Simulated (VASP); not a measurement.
# Co (P6_3/mmc) in VASP: further runs

Co is run at these levels: RPBE; tasks: single point, relaxation of cell and atoms.

Program: VASP 6.6.1. These are calculated values, not measurements. Logs are shortened: lines on timing, memory, paths and dates and some standing lists are left out, and cuts for length are marked.

## (1) The cell of the first run

Symmetry: P6_3/mmc, No. 194, hexagonal system. The conventional cell has a = 2.478 Å, b = 2.478 Å, c = 3.993 Å, α = 90.00°, β = 90.00°, γ = 120.00°. Within 3.2 Å of Co (site symmetry -6m2) lie 12 Co at 2.46 to 2.48 Å.

## (2) Single point, RPBE, non-collinear spin, zero start, spin-orbit coupling

INCAR reads:

```
  PREC = Accurate
  ENCUT = 520
  EDIFF = 1E-6
  ISMEAR = -1
  SIGMA = 0.1
  LREAL = F
  LASPH = T
  NELM = 150
  ALGO = Normal
  ISIF = 2
  LWAVE = F
  LCHARG = F
  MAGMOM = 0 0 0 0 0 0
  LORBIT = 11
  LSORBIT = T
  GGA_COMPAT = F
  LORBMOM = T
  LMAXMIX = 4
  GGA = RP
  NBANDS = 30
```

KPOINTS reads:

```
regular mesh
0
Gamma
  14 14 8
```

POSCAR reads:

```
Co
1.0
    2.4781031213      0.0000000000      0.0000000000
   -1.2390515606      2.1461002563      0.0000000000
    0.0000000000      0.0000000000      3.9926968883
Co
2
Direct
    0.3333333333      0.6666666667      0.2500000000
    0.6666666667      0.3333333333      0.7500000000
```

Potentials or basis: VASP PAW PBE potentials, release 64 (Co).

Run with:

```bash
> cat potpaw_PBE.64/Co/POTCAR > POTCAR
> mpirun -np 1 vasp_ncl > vasp.out
```

OUTCAR:

```text
PREC = Accurate
   ENCUT = 520
   EDIFF = 1E-6
   ISMEAR = -1
   LREAL = F
   LASPH = T
   NELM = 150
   ISIF = 2
   LORBIT = 11
   LSORBIT = T
   GGA = RP

 ion  position               nearest neighbor table
   1  0.333  0.667  0.250-   2 2.46   2 2.46   2 2.46   2 2.46   2 2.46   2 2.46
   2  0.667  0.333  0.750-   1 2.46   1 2.46   1 2.46   1 2.46   1 2.46   1 2.46

  LATTYP: Found a hexagonal cell.
 ALAT       =     2.4781031213
 C/A-ratio  =     1.6111907749

  Lattice vectors:

 A1 = (   2.4781031213,   0.0000000000,   0.0000000000)
 A2 = (  -1.2390515606,   2.1461002563,   0.0000000000)
 A3 = (   0.0000000000,   0.0000000000,   3.9926968883)

Analysis of symmetry for initial positions (statically):
=====================================================================
 Subroutine PRICEL returns:
 Original cell was already a primitive cell.

 Routine SETGRP: Setting up the symmetry group for a
 hexagonal supercell.

 Subroutine GETGRP returns: Found 24 space group operations
 (whereof 12 operations were pure point group operations)
 out of a pool of 24 trial point group operations.

The static configuration has the point symmetry D_3d.
 The point group associated with its full space group is D_6h.

Analysis of symmetry for dynamics (positions and initial velocities):
=====================================================================
 Subroutine PRICEL returns:
 Original cell was already a primitive cell.

 Routine SETGRP: Setting up the symmetry group for a
 hexagonal supercell.

 Subroutine GETGRP returns: Found 24 space group operations
 (whereof 12 operations were pure point group operations)
 out of a pool of 24 trial point group operations.

The dynamic configuration has the point symmetry D_3d.
 The point group associated with its full space group is D_6h.

Analysis of structural, dynamic, and magnetic symmetry:
=====================================================================
 Subroutine PRICEL returns:
 Original cell was already a primitive cell.

 Routine SETGRP: Setting up the symmetry group for a
 hexagonal supercell.

 Subroutine GETGRP returns: Found 24 space group operations
 (whereof 12 operations were pure point group operations)
 out of a pool of 24 trial point group operations.

The overall configuration has the point symmetry D_3d.
 The point group associated with its full space group is D_6h.

 Subroutine INISYM returns: Found 24 space group operations
 (whereof 12 operations are pure point group operations),
 and found     1 'primitive' translations

----------------------------------------------------------------------------------------

                                     Primitive cell

  volume of cell :      21.2342

  direct lattice vectors                    reciprocal lattice vectors
     2.478103121  0.000000000  0.000000000     0.403534458  0.232980728  0.000000000
    -1.239051561  2.146100256  0.000000000     0.000000000  0.465961456  0.000000000
     0.000000000  0.000000000  3.992696888     0.000000000  0.000000000  0.250457279

  length of vectors
     2.478103121  2.478103121  3.992696888     0.465961456  0.465961456  0.250457279

  position of ions in fractional coordinates (direct lattice)
     0.333333333  0.666666667  0.250000000
     0.666666667  0.333333333  0.750000000

  ion indices of the primitive-cell ions
   primitive index   ion index
                 1           1
                 2           2

----------------------------------------------------------------------------------------

 KPOINTS: regular mesh

Automatic generation of k-mesh.
 Grid dimensions read from file:
 generate k-points for:   14   14    8

 Generating k-lattice:

  Cartesian coordinates                     Fractional coordinates (reciprocal lattice)
[... 99 lines left out ...]

 number of electron      17.9999990 magnetization       0.0000000      0.0000000     -0.0000000

 number of electron      17.9999990 magnetization       0.0000000     -0.0000000     -0.0000000

 Free energy of the ion-electron system (eV)
  ---------------------------------------------------
  ext. energy  EPLUGINS =         0.00000000
  ---------------------------------------------------
  free energy    TOTEN  =       -12.63036311 eV

  energy without entropy =      -12.44320297  energy(sigma->0) =      -12.53678304

 E-fermi :  10.6110     XC(G=0): -13.4397

 val. band max:       10.6032548543   @ k =   0.2143   0.2143   0.3750
 cond. band min:      10.6124678584   @ k =   0.3571   0.2857   0.2500
 fundamental gap:      0.0092130041
 Fermi energy:        10.6109546611

 k-point     1 :       0.0000    0.0000    0.0000
  band No.  band energies     occupation
      1       1.6573      1.00000
      2       1.6573      1.00000
      3       5.9026      1.00000
      4       5.9026      1.00000
      5       8.7360      1.00000
      6       8.7360      1.00000
[... 781 lines left out ...]
     29      23.4022      0.00000
     30      23.4022      0.00000

 [... further k-points ...]

------------------------ aborting loop because EDIFF is reached ----------------------------------------

  FORCE on cell =-STRESS in cart. coord.  units (eV):
  Direction    XX          YY          ZZ          XY          YZ          ZX
  --------------------------------------------------------------------------------------
  -------------------------------------------------------------------------------------
  Total       -0.0496278     -0.0496278     -0.0646113     -0.0000000     -0.0000000      0.0000000
  in kB       -3.7445531     -3.7445531     -4.8751007     -0.0000000     -0.0000000      0.0000000
  external PRESSURE =      -4.1214023 kB  Pullay stress =       0.0000000 kB

 VOLUME and BASIS-vectors are now :
 -----------------------------------------------------------------------------
  energy-cutoff  :      520.00
  volume of cell :       21.23
      direct lattice vectors                 reciprocal lattice vectors
     2.478103121  0.000000000  0.000000000     0.403534458  0.232980728  0.000000000
    -1.239051561  2.146100256  0.000000000     0.000000000  0.465961456  0.000000000
     0.000000000  0.000000000  3.992696888     0.000000000  0.000000000  0.250457279

 POSITION                                       TOTAL-FORCE (eV/Angst)
 -----------------------------------------------------------------------------------
     -0.00000      1.43073      0.99817        -0.000000      0.000000      0.000000
      1.23905      0.71537      2.99452         0.000000     -0.000000      0.000000
 -----------------------------------------------------------------------------------
    total drift:                               -0.000000      0.000000     -0.000000

  FREE ENERGIE OF THE ION-ELECTRON SYSTEM (eV)
  ---------------------------------------------------
  free  energy   TOTEN  =       -12.6303631063 eV

  energy  without entropy=      -12.4432029676  energy(sigma->0) =      -12.53678304

 orbital moment (x)

 # of ion     p       d       tot
 ----------------------------------------
  1         0.000  -0.000  -0.000
  2         0.000   0.000   0.000
 ----------------------------------------
            0.000  -0.000  -0.000

 orbital moment (y)

 # of ion     p       d       tot
 ----------------------------------------
  1        -0.000   0.000   0.000
  2        -0.000   0.000   0.000
 ----------------------------------------
           -0.000   0.000   0.000

 orbital moment (z)

 # of ion     p       d       tot
 ----------------------------------------
  1         0.000  -0.000  -0.000
  2         0.000  -0.000  -0.000
 ----------------------------------------
            0.000  -0.000  -0.000

 Spin-Orbit-Coupling matrix elements

 Ion:    1  E_soc:     -0.0183828
 l=   1
     0.0000000    -0.0003804    -0.0003828
    -0.0003804     0.0000000    -0.0003804
    -0.0003828    -0.0003804     0.0000000
 l=   2
     0.0000000    -0.0005704     0.0000000    -0.0005704    -0.0021405
    -0.0005704     0.0000000    -0.0015291    -0.0005677    -0.0005704
     0.0000000    -0.0015291     0.0000000    -0.0015291     0.0000000
    -0.0005704    -0.0005677    -0.0015291     0.0000000    -0.0005704
    -0.0021405    -0.0005704     0.0000000    -0.0005704     0.0000000
 l=   3
     0.0000000     0.0000000     0.0000000     0.0000000     0.0000000     0.0000000     0.0000000
     0.0000000     0.0000000     0.0000000     0.0000000     0.0000000     0.0000000     0.0000000
     0.0000000     0.0000000     0.0000000     0.0000000     0.0000000     0.0000000     0.0000000
     0.0000000     0.0000000     0.0000000     0.0000000     0.0000000     0.0000000     0.0000000
     0.0000000     0.0000000     0.0000000     0.0000000     0.0000000     0.0000000     0.0000000
     0.0000000     0.0000000     0.0000000     0.0000000     0.0000000     0.0000000     0.0000000
     0.0000000     0.0000000     0.0000000     0.0000000     0.0000000     0.0000000     0.0000000

 Ion:    2  E_soc:     -0.0183828
 l=   1
     0.0000000    -0.0003804    -0.0003828
    -0.0003804     0.0000000    -0.0003804
    -0.0003828    -0.0003804     0.0000000
 l=   2
     0.0000000    -0.0005704     0.0000000    -0.0005704    -0.0021405
    -0.0005704     0.0000000    -0.0015291    -0.0005677    -0.0005704
     0.0000000    -0.0015291     0.0000000    -0.0015291     0.0000000
    -0.0005704    -0.0005677    -0.0015291     0.0000000    -0.0005704
    -0.0021405    -0.0005704     0.0000000    -0.0005704     0.0000000
 l=   3
     0.0000000     0.0000000     0.0000000     0.0000000     0.0000000     0.0000000     0.0000000
     0.0000000     0.0000000     0.0000000     0.0000000     0.0000000     0.0000000     0.0000000
     0.0000000     0.0000000     0.0000000     0.0000000     0.0000000     0.0000000     0.0000000
     0.0000000     0.0000000     0.0000000     0.0000000     0.0000000     0.0000000     0.0000000
     0.0000000     0.0000000     0.0000000     0.0000000     0.0000000     0.0000000     0.0000000
     0.0000000     0.0000000     0.0000000     0.0000000     0.0000000     0.0000000     0.0000000
     0.0000000     0.0000000     0.0000000     0.0000000     0.0000000     0.0000000     0.0000000

 total charge

# of ion       s       p       d       tot
------------------------------------------
    1        0.493   0.534   7.290   8.317
    2        0.493   0.534   7.290   8.317
--------------------------------------------------
tot          0.986   1.068  14.581  16.634

 magnetization (x)

# of ion       s       p       d       tot
------------------------------------------
    1        0.000   0.000   0.000   0.000
    2        0.000   0.000   0.000   0.000
--------------------------------------------------
tot          0.000   0.000   0.000   0.000

 magnetization (y)

# of ion       s       p       d       tot
------------------------------------------
    1       -0.000  -0.000   0.000  -0.000
    2       -0.000  -0.000   0.000  -0.000
--------------------------------------------------
tot         -0.000  -0.000   0.000  -0.000

 magnetization (z)

# of ion       s       p       d       tot
------------------------------------------
    1        0.000   0.000   0.000   0.000
    2        0.000   0.000   0.000   0.000
--------------------------------------------------
tot          0.000   0.000   0.000   0.000
```

Wall time 77 s (1 thread of Intel Xeon 6975P-C (Granite Rapids), shared host); peak memory 0.24 GiB.

What came out:

* Free energy: -12.6304 eV
* Pressure: -0.4 GPa
* Net moment: 0.00 μB per cell
* Valence electrons inside the program's atomic spheres: Co 8.32

Moments on the atoms (μB; x, y, z):
```
Co  0.00 0.00 0.00
Co  0.00 0.00 0.00
```

Caveat: the PAW data sets were made with another functional, which shifts forces and pressure a little.

[end of part 1 of 2]
